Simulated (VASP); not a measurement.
# Lu (P6_3/mmc) in VASP: single point with PBEsol

Aim: the single point of Lu with PBEsol.

Program: VASP 6.6.1. These are calculated values, not measurements. Logs are shortened: lines on timing, memory, paths and dates and some standing lists are left out, and cuts for length are marked.

## (1) The cell of the first run

The structure is hexagonal, space group P6_3/mmc (No. 194). Conventional cell: a = 3.444 Å, b = 3.444 Å, c = 5.367 Å, α = 90.00°, β = 90.00°, γ = 120.00°. Lu (site symmetry -6m2) has 12 Lu at 3.34 to 3.44 Å within 4.4 Å.

## (2) Single point, PBEsol

INCAR reads:

```
SYSTEM = Lu
PREC = Accurate ; ENCUT = 520
EDIFF = 1E-6 ; ISMEAR = -1
SIGMA = 0.1 ; LREAL = .FALSE.
LASPH = .TRUE. ; NELM = 60
ALGO = Normal ; ISIF = 2
LWAVE = .FALSE. ; LCHARG = .FALSE.
GGA = PS ; NBANDS = 32
```

KPOINTS reads:

```
regular mesh
0
G
  15 15 9
  0 0 0
```

POSCAR reads:

```
Lu
1.0
    3.4436357844      0.0000000000      0.0000000000
   -1.7218178922      2.9822760707      0.0000000000
    0.0000000000      0.0000000000      5.3673871576
Lu
2
Direct
    0.3333333333      0.6666666667      0.2500000000
    0.6666666667      0.3333333333      0.7500000000
```

Potentials or basis: VASP PAW PBE potentials, release 64 (Lu).

Started as:

```
$ cat potpaw_PBE.64/Lu/POTCAR > POTCAR
$ mpirun -np 1 vasp_std > vasp.out
```

OUTCAR:

```text
SYSTEM = Lu
   PREC = Accurate
   ENCUT = 520
   EDIFF = 1E-6
   ISMEAR = -1
   LREAL = .FALSE.
   LASPH = .TRUE.
   NELM = 60
   ISIF = 2
   GGA = PS

 ion  position               nearest neighbor table
   1  0.333  0.667  0.250-   2 3.34   2 3.34   2 3.34   2 3.34   2 3.34   2 3.34
   2  0.667  0.333  0.750-   1 3.34   1 3.34   1 3.34   1 3.34   1 3.34   1 3.34

  LATTYP: Found a hexagonal cell.
 ALAT       =     3.4436357844
 C/A-ratio  =     1.5586396163

  Lattice vectors:

 A1 = (   3.4436357844,   0.0000000000,   0.0000000000)
 A2 = (  -1.7218178922,   2.9822760707,   0.0000000000)
 A3 = (   0.0000000000,   0.0000000000,   5.3673871576)

Analysis of symmetry for initial positions (statically):
=====================================================================
 Subroutine PRICEL returns:
 Original cell was already a primitive cell.

 Routine SETGRP: Setting up the symmetry group for a
 hexagonal supercell.

 Subroutine GETGRP returns: Found 24 space group operations
 (whereof 12 operations were pure point group operations)
 out of a pool of 24 trial point group operations.

The static configuration has the point symmetry D_3d.
 The point group associated with its full space group is D_6h.

Analysis of symmetry for dynamics (positions and initial velocities):
=====================================================================
 Subroutine PRICEL returns:
 Original cell was already a primitive cell.

 Routine SETGRP: Setting up the symmetry group for a
 hexagonal supercell.

 Subroutine GETGRP returns: Found 24 space group operations
 (whereof 12 operations were pure point group operations)
 out of a pool of 24 trial point group operations.

The dynamic configuration has the point symmetry D_3d.
 The point group associated with its full space group is D_6h.

 Subroutine INISYM returns: Found 24 space group operations
 (whereof 12 operations are pure point group operations),
 and found     1 'primitive' translations

----------------------------------------------------------------------------------------

                                     Primitive cell

  volume of cell :      55.1224

  direct lattice vectors                    reciprocal lattice vectors
     3.443635784  0.000000000  0.000000000     0.290390756  0.167657181  0.000000000
    -1.721817892  2.982276071  0.000000000     0.000000000  0.335314363  0.000000000
     0.000000000  0.000000000  5.367387158     0.000000000  0.000000000  0.186310391

  length of vectors
     3.443635784  3.443635784  5.367387158     0.335314363  0.335314363  0.186310391

  position of ions in fractional coordinates (direct lattice)
     0.333333333  0.666666667  0.250000000
     0.666666667  0.333333333  0.750000000

  ion indices of the primitive-cell ions
   primitive index   ion index
                 1           1
                 2           2

----------------------------------------------------------------------------------------

 KPOINTS: regular mesh

Automatic generation of k-mesh.
 Grid dimensions read from file:
 generate k-points for:   15   15    9

 Generating k-lattice:

  Cartesian coordinates                     Fractional coordinates (reciprocal lattice)
     0.019359384  0.011177145  0.000000000     0.066666667  0.000000000  0.000000000
     0.000000000  0.022354291  0.000000000     0.000000000  0.066666667  0.000000000
     0.000000000  0.000000000  0.020701155     0.000000000  0.000000000  0.111111111

  Length of vectors
     0.022354291  0.022354291  0.020701155

  Shift w.r.t. Gamma in fractional coordinates (k-lattice)
     0.000000000  0.000000000  0.000000000

 Subroutine IBZKPT returns following result:
 ===========================================

 Found    135 irreducible k-points:

 Following reciprocal coordinates:
            Coordinates               Weight
  0.000000  0.000000  0.000000      1.000000
  0.066667 -0.000000  0.000000      6.000000
  0.133333  0.000000  0.000000      6.000000
  0.200000 -0.000000  0.000000      6.000000
  0.266667  0.000000  0.000000      6.000000
  0.333333  0.000000  0.000000      6.000000
[... 16 lines left out ...]
  0.333333  0.200000  0.000000     12.000000
  0.400000  0.200000  0.000000      6.000000
 [... further k-points ...]
   k-points           NKPTS =    135   k-points in BZ     NKDIM =    135   number of bands    NBANDS=     32
   number of dos      NEDOS =    301   number of ions     NIONS =      2
   total plane-waves  NPLWV =  31360
   dimension x,y,z NGX =    28 NGY =   28 NGZ =   40
   dimension x,y,z NGXF=    56 NGYF=   56 NGZF=   80
   ions per type =               2
   NGX,Y,Z   is equivalent  to a cutoff of  13.52, 13.52, 12.39 a.u.
   NGXF,Y,Z  is equivalent  to a cutoff of  27.03, 27.03, 24.78 a.u.
 SYSTEM =  Lu
   PREC   = accura    normal or accurate (medium, high low for compatibility)
   ISTART =      0    job   : 0-new  1-cont  2-samecut
   ICHARG =      2    charge: 1-file 2-atom 10-const
   ISPIN  =      1    spin polarized calculation?
   LNONCOLLINEAR =      F non collinear calculations
   LSORBIT =      F    spin-orbit coupling
   LASPH  =      T    aspherical Exc in radial PAW
   ENCUT  =  520.0 eV  38.22 Ry    6.18 a.u.   6.40  6.40  9.98*2*pi/ulx,y,z
   NELM   =     60;   NELMIN=  2; NELMDL= -5     # of ELM steps
   EDIFF  = 0.1E-05   stopping-criterion for ELM
   LREAL  =      F    real-space projection
   EDIFFG = 0.1E-04   stopping-criterion for IOM
   NSW    =      0    number of steps for IOM
   IBRION =     -1    ionic relax: 0-MD 1-quasi-New 2-CG
   NFREE  =      0    steps in history (QN), initial steepest desc. (CG)
   ISIF   =      2    stress and relaxation
   ISYM   =      2    0-nonsym 1-usesym 2-fastsym
   POTIM  = 0.5000    time-step for ionic-motion
   TEBEG  =    0.0;   TEEND  =   0.0 temperature during run
   PSTRESS=    0.0 pullay stress
   NELECT =      50.0000    total number of electrons
   NUPDOWN=      -1.0000    fix difference up-down
   EMIN   =  10.00;   EMAX   =-10.00  energy-range for DOS
   EFERMI =   0.00;   METHOD = LEGACY
   ISMEAR =    -1;   SIGMA  =   0.10  broadening in eV -4-tet -1-fermi 0-gaus
   EFERMI_NEDOS =   21; number of points for ismear=-14 and -15
   IALGO  =     38    algorithm
   IMIX   =      4    mixing-type and parameters
     AMIX     =   0.40;   BMIX     =  1.00
     AMIX_MAG =   1.60;   BMIX_MAG =  1.00
  volume/ion in A,a.u.               =      27.56       185.99
  Fermi-wavevector in a.u.,A,eV,Ry     =   1.584731  2.994707 34.169288  2.511372
  Thomas-Fermi vector in A             =   2.684304
   LORBIT       =      0    0 simple, 1 ext, 2 COOP (PROOUT), +10 PAW based schemes
   GGA     = PS    functional components
   LHFCALC =     F    Hartree Fock is set to
   AEXX    =    0.0000 exact exchange contribution
   IVDW    =     0    specifies the selected vdW correction
   LEPSILON=     F    determine dielectric tensor
   LRPA    =     F    only Hartree local field effects (RPA)
 non-spin polarized calculation
  energy-cutoff  :      520.00
  volume of cell :       55.12
 maximum number of plane-waves:      1504
 NGX is ok and might be reduce to    28
   NGX = 13   NGY = 13   NGZ = 19

 number of electron      50.0000023 magnetization

 Free energy of the ion-electron system (eV)
  ---------------------------------------------------
  ext. energy  EPLUGINS =         0.00000000
  ---------------------------------------------------
  free energy    TOTEN  =        -9.95414755 eV

  energy without entropy =       -9.85241093  energy(sigma->0) =       -9.90327924

 E-fermi :   2.2853     XC(G=0): -11.0444

 val. band max:        2.2778429113   @ k =   0.3333   0.1333   0.2222
 cond. band min:       2.2864512782   @ k =   0.3333   0.0667   0.1111
 fundamental gap:      0.0086083669
 Fermi energy:         2.2852974595

 k-point     1 :       0.0000    0.0000    0.0000
  band No.  band energies     occupation
      1     -53.7648      2.00000
      2     -53.7180      2.00000
      3     -24.7803      2.00000
      4     -24.2580      2.00000
      5     -24.2580      2.00000
      6     -24.1553      2.00000
[... 24 lines left out ...]
     31       5.8225      0.00000
     32       5.8225      0.00000

 k-point     2 :       0.0667   -0.0000    0.0000
  band No.  band energies     occupation
      1     -53.7634      2.00000
      2     -53.7176      2.00000
      3     -24.7716      2.00000
      4     -24.2751      2.00000
      5     -24.2640      2.00000
      6     -24.1736      2.00000
[... 24 lines left out ...]
     31       5.6528      0.00000
     32       5.7030      0.00000

 k-point     3 :       0.1333    0.0000    0.0000
  band No.  band energies     occupation
      1     -53.7596      2.00000
      2     -53.7164      2.00000
      3     -24.7465      2.00000
      4     -24.3236      2.00000
      5     -24.2805      2.00000
      6     -24.2244      2.00000
[... 24 lines left out ...]
     31       5.5833      0.00000
     32       5.7046      0.00000

 k-point     4 :       0.2000   -0.0000    0.0000
  band No.  band energies     occupation
      1     -53.7538      2.00000
      2     -53.7148      2.00000
      3     -24.7070      2.00000
      4     -24.3953      2.00000
      5     -24.3040      2.00000
      6     -24.2972      2.00000
[... 24 lines left out ...]
     31       6.0221      0.00000
     32       6.1966      0.00000

 k-point     5 :       0.2667    0.0000    0.0000
  band No.  band energies     occupation
      1     -53.7467      2.00000
      2     -53.7134      2.00000
      3     -24.6568      2.00000
      4     -24.4780      2.00000
      5     -24.3779      2.00000
      6     -24.3302      2.00000
[... 584 lines left out ...]
     31       7.2057      0.00000
     32       8.1761      0.00000

 k-point    22 :       0.2667    0.2000    0.0000
  band No.  band energies     occupation
      1     -53.7314      2.00000
      2     -53.7127      2.00000
      3     -24.5672      2.00000
      4     -24.5333      2.00000
      5     -24.5154      2.00000
      6     -24.3890      2.00000
[... 24 lines left out ...]
     31       7.6428      0.00000
     32       8.9351      0.00000

 k-point    23 :       0.3333    0.2000    0.0000
  band No.  band energies     occupation
      1     -53.7263      2.00000
      2     -53.7137      2.00000
      3     -24.6045      2.00000
      4     -24.5134      2.00000
      5     -24.4847      2.00000
      6     -24.4302      2.00000
[... 24 lines left out ...]
     31       7.9235      0.00000
     32       8.9888      0.00000

 k-point    24 :       0.4000    0.2000    0.0000
  band No.  band energies     occupation
      1     -53.7240      2.00000
      2     -53.7145      2.00000
      3     -24.6175      2.00000
      4     -24.5062      2.00000
      5     -24.4610      2.00000
      6     -24.4516      2.00000
[... 24 lines left out ...]
     31       8.0658      0.00000
     32       8.8654      0.00000

 [... further k-points ...]

------------------------ aborting loop because EDIFF is reached ----------------------------------------

  FORCE on cell =-STRESS in cart. coord.  units (eV):
  Direction    XX          YY          ZZ          XY          YZ          ZX
  --------------------------------------------------------------------------------------
  -------------------------------------------------------------------------------------
  Total        0.0399052      0.0399052      0.0444021      0.0000000      0.0000000      0.0000000
  in kB        1.1598760      1.1598760      1.2905838      0.0000000      0.0000000      0.0000000
  external PRESSURE =       1.2034453 kB  Pullay stress =       0.0000000 kB

 VOLUME and BASIS-vectors are now :
 -----------------------------------------------------------------------------
  energy-cutoff  :      520.00
  volume of cell :       55.12
      direct lattice vectors                 reciprocal lattice vectors
     3.443635784  0.000000000  0.000000000     0.290390756  0.167657181  0.000000000
    -1.721817892  2.982276071  0.000000000     0.000000000  0.335314363  0.000000000
     0.000000000  0.000000000  5.367387158     0.000000000  0.000000000  0.186310391

 POSITION                                       TOTAL-FORCE (eV/Angst)
 -----------------------------------------------------------------------------------
     -0.00000      1.98818      1.34185         0.000000      0.000000      0.000000
      1.72182      0.99409      4.02554        -0.000000     -0.000000      0.000000
 -----------------------------------------------------------------------------------
    total drift:                               -0.000000      0.000000     -0.000000

  FREE ENERGIE OF THE ION-ELECTRON SYSTEM (eV)
  ---------------------------------------------------
  free  energy   TOTEN  =        -9.9541475525 eV

  energy  without entropy=       -9.8524109258  energy(sigma->0) =       -9.90327924
```

Run time: 5.4 min. Hardware: 1 thread of Intel Xeon 8259CL, shared host; peak memory 0.32 GiB.

What came out:

- Free energy: -9.9541 eV
- Pressure: 0.1 GPa
- Band gap on the k mesh: zero (bands 25 and 26 overlap by 1.72 eV)

Caveat: the PAW data sets were made with another functional, which shifts forces and pressure a little; spin-orbit coupling is left out, which moves the levels of the heavy elements.
